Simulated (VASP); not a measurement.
# BaHfO3 (Pm-3m) in VASP: density of states with PBE

Aim: the density of states of BaHfO3 with PBE.

Program: VASP 6.6.1. These are calculated values, not measurements. Logs are shortened: lines on timing, memory, paths and dates and some standing lists are left out, and cuts for length are marked.

## (1) The cell of the first run

The structure is cubic, space group Pm-3m (No. 221). The conventional cell has a = 4.206 Å, b = 4.206 Å, c = 4.206 Å, α = 90.00°, β = 90.00°, γ = 90.00°. Within 3.9 Å of Ba (site symmetry m-3m) lie 12 O at 2.97 Å and 8 Hf at 3.64 Å. Within 2.8 Å of Hf (site symmetry m-3m) lie 6 O at 2.10 Å. Within 2.8 Å of O (site symmetry 4/mmm) lie 2 Hf at 2.10 Å.

## (2) Density of states, PBE

File POSCAR:

```
BaHfO3
1.0
    4.2061183603      0.0000000000      0.0000000000
    0.0000000000      4.2061183603      0.0000000000
    0.0000000000      0.0000000000      4.2061183603
Ba Hf O
1 1 3
Direct
    0.5000000000      0.5000000000      0.5000000000
    0.0000000000      0.0000000000      0.0000000000
    0.0000000000      0.5000000000      0.0000000000
    0.5000000000      0.0000000000      0.0000000000
    0.0000000000      0.0000000000      0.5000000000
```

File INCAR.step1:

```
PREC     = Accurate       # precision mode
ENCUT    = 520            # plane-wave cutoff, eV
EDIFF    = 1E-6           # SCF threshold, eV
ISMEAR   = 0              # smearing method
SIGMA    = 0.02           # smearing width, eV
LREAL    = F              # projectors in reciprocal space
LASPH    = T              # aspherical terms in the spheres
NELM     = 60             # most SCF steps
ALGO     = Normal         # electronic algorithm
ISIF     = 2              # what is computed and relaxed
LWAVE    = F              # write WAVECAR
LCHARG   = T              # write CHGCAR
LMAXMIX  = 4              # l up to which the mixer works
GGA      = PE             # functional
NBANDS   = 27             # bands
```

File KPOINTS.step1:

```
Automatic mesh
0
Gamma
  6 6 6
```

File INCAR.step2:

```
PREC     = Accurate       # precision mode
ENCUT    = 520            # plane-wave cutoff, eV
EDIFF    = 1E-6           # SCF threshold, eV
ISMEAR   = -5             # smearing method
SIGMA    = 0.02           # smearing width, eV
LREAL    = F              # projectors in reciprocal space
LASPH    = T              # aspherical terms in the spheres
NELM     = 60             # most SCF steps
ALGO     = Normal         # electronic algorithm
ISIF     = 2              # what is computed and relaxed
LWAVE    = F              # write WAVECAR
LCHARG   = F              # write CHGCAR
LMAXMIX  = 4              # l up to which the mixer works
GGA      = PE             # functional
LORBIT   = 10             # projections on sites
NBANDS   = 27             # bands
NEDOS    = 2001           # points of the DOS
ICHARG   = 11             # starting density
```

File KPOINTS.step2:

```
Automatic mesh
0
Gamma
  9 9 9
```

Potentials or basis: VASP PAW PBE potentials, release 64 (Ba_sv, Hf_pv, O).

Command:

```console
> cat potpaw_PBE.64/Ba_sv/POTCAR potpaw_PBE.64/Hf_pv/POTCAR potpaw_PBE.64/O/POTCAR > POTCAR
> cp INCAR.step1 INCAR
> cp KPOINTS.step1 KPOINTS
> mpirun -np 1 vasp_std > vasp.out
> cp INCAR.step2 INCAR
> cp KPOINTS.step2 KPOINTS
> mpirun -np 1 vasp_std > vasp.out
```

OUTCAR:

```text
PREC = Accurate
   ENCUT = 520
   EDIFF = 1E-6
   ISMEAR = -5
   LREAL = F
   LASPH = T
   NELM = 60
   ISIF = 2
   GGA = PE
   LORBIT = 10
   ICHARG = 11

 ion  position               nearest neighbor table
   1  0.500  0.500  0.500-   3 2.97   4 2.97   5 2.97   3 2.97   4 2.97   4 2.97   5 2.97   4 2.97
                             3 2.97   5 2.97   3 2.97   5 2.97   2 3.64   2 3.64   2 3.64   2 3.64
   2  0.000  0.000  0.000-   3 2.10   4 2.10   5 2.10   5 2.10   3 2.10   4 2.10   1 3.64   1 3.64
                             1 3.64   1 3.64   1 3.64   1 3.64   1 3.64   1 3.64
   3  0.000  0.500  0.000-   2 2.10   2 2.10   1 2.97   1 2.97   1 2.97   1 2.97
   4  0.500  0.000  0.000-   2 2.10   2 2.10   1 2.97   1 2.97   1 2.97   1 2.97
   5  0.000  0.000  0.500-   2 2.10   2 2.10   1 2.97   1 2.97   1 2.97   1 2.97

  LATTYP: Found a simple cubic cell.
 ALAT       =     4.2061183603

  Lattice vectors:

 A1 = (   4.2061183603,   0.0000000000,   0.0000000000)
 A2 = (   0.0000000000,   4.2061183603,   0.0000000000)
 A3 = (   0.0000000000,   0.0000000000,   4.2061183603)

Analysis of symmetry for initial positions (statically):
=====================================================================
 Subroutine PRICEL returns:
 Original cell was already a primitive cell.

 Routine SETGRP: Setting up the symmetry group for a
 simple cubic supercell.

 Subroutine GETGRP returns: Found 48 space group operations
 (whereof 48 operations were pure point group operations)
 out of a pool of 48 trial point group operations.

The static configuration has the point symmetry O_h .

Analysis of symmetry for dynamics (positions and initial velocities):
=====================================================================
 Subroutine PRICEL returns:
 Original cell was already a primitive cell.

 Routine SETGRP: Setting up the symmetry group for a
 simple cubic supercell.

 Subroutine GETGRP returns: Found 48 space group operations
 (whereof 48 operations were pure point group operations)
 out of a pool of 48 trial point group operations.

The dynamic configuration has the point symmetry O_h .

 Subroutine INISYM returns: Found 48 space group operations
 (whereof 48 operations are pure point group operations),
 and found     1 'primitive' translations

----------------------------------------------------------------------------------------

                                     Primitive cell

  volume of cell :      74.4123

  direct lattice vectors                    reciprocal lattice vectors
     4.206118360  0.000000000  0.000000000     0.237748897  0.000000000  0.000000000
     0.000000000  4.206118360  0.000000000     0.000000000  0.237748897  0.000000000
     0.000000000  0.000000000  4.206118360     0.000000000  0.000000000  0.237748897

  length of vectors
     4.206118360  4.206118360  4.206118360     0.237748897  0.237748897  0.237748897

  position of ions in fractional coordinates (direct lattice)
     0.500000000  0.500000000  0.500000000
     0.000000000  0.000000000  0.000000000
     0.000000000  0.500000000  0.000000000
     0.500000000  0.000000000  0.000000000
     0.000000000  0.000000000  0.500000000

  ion indices of the primitive-cell ions
   primitive index   ion index
                 1           1
                 2           2
                 3           3
                 4           4
                 5           5

----------------------------------------------------------------------------------------

 KPOINTS: Automatic mesh

Automatic generation of k-mesh.
 Grid dimensions read from file:
 generate k-points for:    9    9    9

 Generating k-lattice:

  Cartesian coordinates                     Fractional coordinates (reciprocal lattice)
     0.026416544  0.000000000  0.000000000     0.111111111  0.000000000  0.000000000
     0.000000000  0.026416544  0.000000000     0.000000000  0.111111111  0.000000000
     0.000000000  0.000000000  0.026416544     0.000000000  0.000000000  0.111111111

  Length of vectors
     0.026416544  0.026416544  0.026416544

  Shift w.r.t. Gamma in fractional coordinates (k-lattice)
     0.000000000  0.000000000  0.000000000

 TETIRR: Found    353 inequivalent tetrahedra from     4374

 Subroutine IBZKPT returns following result:
 ===========================================

 Found     35 irreducible k-points:

 Following reciprocal coordinates:
            Coordinates               Weight
  0.000000  0.000000  0.000000      1.000000
  0.111111  0.000000  0.000000      6.000000
  0.222222  0.000000  0.000000      6.000000
  0.333333  0.000000  0.000000      6.000000
  0.444444  0.000000  0.000000      6.000000
  0.111111  0.111111  0.000000     12.000000
[... 16 lines left out ...]
  0.333333  0.333333  0.111111     24.000000
  0.444444  0.333333  0.111111     48.000000
 [... further k-points ...]
   k-points           NKPTS =     35   k-points in BZ     NKDIM =     35   number of bands    NBANDS=     27
   number of dos      NEDOS =   2001   number of ions     NIONS =      5
   total plane-waves  NPLWV =  32768
   dimension x,y,z NGX =    32 NGY =   32 NGZ =   32
   dimension x,y,z NGXF=    64 NGYF=   64 NGZF=   64
   ions per type =               1   1   3
   NGX,Y,Z   is equivalent  to a cutoff of  12.65, 12.65, 12.65 a.u.
   NGXF,Y,Z  is equivalent  to a cutoff of  25.30, 25.30, 25.30 a.u.
 SYSTEM =  unknown system
   PREC   = accura    normal or accurate (medium, high low for compatibility)
   ISTART =      0    job   : 0-new  1-cont  2-samecut
   ICHARG =     11    charge: 1-file 2-atom 10-const
   ISPIN  =      1    spin polarized calculation?
   LNONCOLLINEAR =      F non collinear calculations
   LSORBIT =      F    spin-orbit coupling
   LASPH  =      T    aspherical Exc in radial PAW
   ENCUT  =  520.0 eV  38.22 Ry    6.18 a.u.   7.82  7.82  7.82*2*pi/ulx,y,z
   NELM   =     60;   NELMIN=  2; NELMDL=  0     # of ELM steps
   EDIFF  = 0.1E-05   stopping-criterion for ELM
   LREAL  =      F    real-space projection
[... 7 lines left out ...]
   TEBEG  =    0.0;   TEEND  =   0.0 temperature during run
   PSTRESS=    0.0 pullay stress
   NELECT =      38.0000    total number of electrons
   NUPDOWN=      -1.0000    fix difference up-down
   EMIN   =  10.00;   EMAX   =-10.00  energy-range for DOS
   EFERMI =   0.00;   METHOD = LEGACY
   ISMEAR =    -5;   SIGMA  =   0.02  broadening in eV -4-tet -1-fermi 0-gaus
   EFERMI_NEDOS =   21; number of points for ismear=-14 and -15
   IALGO  =     38    algorithm
   IMIX   =      4    mixing-type and parameters
     AMIX     =   0.40;   BMIX     =  1.00
     AMIX_MAG =   1.60;   BMIX_MAG =  1.00
  volume/ion in A,a.u.               =      14.88       100.43
  Fermi-wavevector in a.u.,A,eV,Ry     =   1.308543  2.472787 23.297035  1.712284
  Thomas-Fermi vector in A             =   2.439202
   LORBIT       =     10    0 simple, 1 ext, 2 COOP (PROOUT), +10 PAW based schemes
   GGA     = PE    functional components
   LHFCALC =     F    Hartree Fock is set to
   AEXX    =    0.0000 exact exchange contribution
   IVDW    =     0    specifies the selected vdW correction
   LEPSILON=     F    determine dielectric tensor
   LRPA    =     F    only Hartree local field effects (RPA)
 non-spin polarized calculation
 Fermi weights with tetrahedron method with Bloechl corrections
  energy-cutoff  :      520.00
  volume of cell :       74.41
 maximum number of plane-waves:      2025
 NGX is ok and might be reduce to    32

 number of electron      37.9999990 magnetization

 Free energy of the ion-electron system (eV)
  ---------------------------------------------------
  ext. energy  EPLUGINS =         0.00000000
  ---------------------------------------------------
  free energy    TOTEN  =       -43.55835526 eV

  energy without entropy =      -43.55835526  energy(sigma->0) =      -43.55835526

 E-fermi :   2.3030     XC(G=0): -10.7185

 val. band max:        2.2886992665   @ k =   0.4444   0.4444   0.4444
 cond. band min:       5.8552661539   @ k =   0.0000   0.0000   0.0000
 fundamental gap:      3.5665668874
 Fermi energy:         2.3030172706

 k-point     1 :       0.0000    0.0000    0.0000
  band No.  band energies     occupation
      1     -26.5913      2.00000
      2     -26.5913      2.00000
      3     -26.5913      2.00000
      4     -23.0032      2.00000
      5     -14.3010      2.00000
      6     -13.7651      2.00000
[... 19 lines left out ...]
     26      10.5714      0.00000
     27      10.7196      0.00000

 k-point     2 :       0.1111    0.0000    0.0000
  band No.  band energies     occupation
      1     -26.6054      2.00000
      2     -26.5909      2.00000
      3     -26.5909      2.00000
      4     -22.9957      2.00000
      5     -14.2863      2.00000
      6     -13.7624      2.00000
[... 19 lines left out ...]
     26      10.5922      0.00000
     27      10.9114      0.00000

 k-point     3 :       0.2222    0.0000    0.0000
  band No.  band energies     occupation
      1     -26.6405      2.00000
      2     -26.5898      2.00000
      3     -26.5898      2.00000
      4     -22.9767      2.00000
      5     -14.2906      2.00000
      6     -13.7556      2.00000
[... 19 lines left out ...]
     26      10.4173      0.00000
     27      10.5715      0.00000

 k-point     4 :       0.3333    0.0000    0.0000
  band No.  band energies     occupation
      1     -26.6798      2.00000
      2     -26.5886      2.00000
      3     -26.5886      2.00000
      4     -22.9551      2.00000
      5     -14.3354      2.00000
      6     -13.7479      2.00000
[... 19 lines left out ...]
     26       9.9708      0.00000
     27      10.5681      0.00000
[... 516 lines left out ...]
      4     -22.9253      2.00000
      5     -14.0933      2.00000
      6     -13.5676      2.00000
[... 19 lines left out ...]
     26      10.4285      0.00000
     27      10.7781      0.00000

 k-point    23 :       0.3333    0.3333    0.1111
  band No.  band energies     occupation
      1     -26.6747      2.00000
      2     -26.6728      2.00000
      3     -26.5994      2.00000
      4     -22.9233      2.00000
      5     -13.9973      2.00000
      6     -13.3904      2.00000
[... 19 lines left out ...]
     26      10.3580      0.00000
     27      11.2732      0.00000

 k-point    24 :       0.4444    0.3333    0.1111
  band No.  band energies     occupation
      1     -26.6983      2.00000
      2     -26.6722      2.00000
      3     -26.5986      2.00000
      4     -22.9153      2.00000
      5     -13.9643      2.00000
      6     -13.3867      2.00000
[... 19 lines left out ...]
     26      10.7212      0.00000
     27      11.2295      0.00000

 [... further k-points ...]
[... 5 lines left out ...]
  --------------------------------------------------------------------------------------
  -------------------------------------------------------------------------------------
  Total       -0.2635149     -0.2635149     -0.2635149     -0.0000000      0.0000000     -0.0000000
  in kB       -5.6737645     -5.6737645     -5.6737645     -0.0000000      0.0000000     -0.0000000
  external PRESSURE =      -5.6737645 kB  Pullay stress =       0.0000000 kB

 VOLUME and BASIS-vectors are now :
 -----------------------------------------------------------------------------
  energy-cutoff  :      520.00
  volume of cell :       74.41
      direct lattice vectors                 reciprocal lattice vectors
     4.206118360  0.000000000  0.000000000     0.237748897  0.000000000  0.000000000
     0.000000000  4.206118360  0.000000000     0.000000000  0.237748897  0.000000000
     0.000000000  0.000000000  4.206118360     0.000000000  0.000000000  0.237748897

 POSITION                                       TOTAL-FORCE (eV/Angst)
 -----------------------------------------------------------------------------------
      2.10306      2.10306      2.10306         0.000000      0.000000      0.000000
      0.00000      0.00000      0.00000         0.000000      0.000000      0.000000
      0.00000      2.10306      0.00000         0.000000      0.000000      0.000000
      2.10306      0.00000      0.00000         0.000000      0.000000      0.000000
      0.00000      0.00000      2.10306         0.000000      0.000000      0.000000
 -----------------------------------------------------------------------------------
    total drift:                                0.000000      0.000000     -0.000000

  FREE ENERGIE OF THE ION-ELECTRON SYSTEM (eV)
  ---------------------------------------------------
  free  energy   TOTEN  =       -43.5583552552 eV

  energy  without entropy=      -43.5583552552  energy(sigma->0) =      -43.55835526

 total charge

# of ion       s       p       d       tot
------------------------------------------
    1        2.001   5.634   0.264   7.899
    2        0.328   6.679   1.469   8.476
    3        1.557   3.486   0.000   5.043
    4        1.557   3.486   0.000   5.043
    5        1.557   3.486   0.000   5.043
--------------------------------------------------
tot          6.999  22.772   1.734  31.505
```

Wall time 66 s (1 thread of Intel Xeon Platinum 8488C (Sapphire Rapids), shared host); peak memory 0.21 GiB.

Results:

```
Valence electrons inside the program's atomic spheres : Ba 7.90; Hf 8.48; O 5.04
```

Caveat: spin-orbit coupling is left out, which moves the levels of the heavy elements.
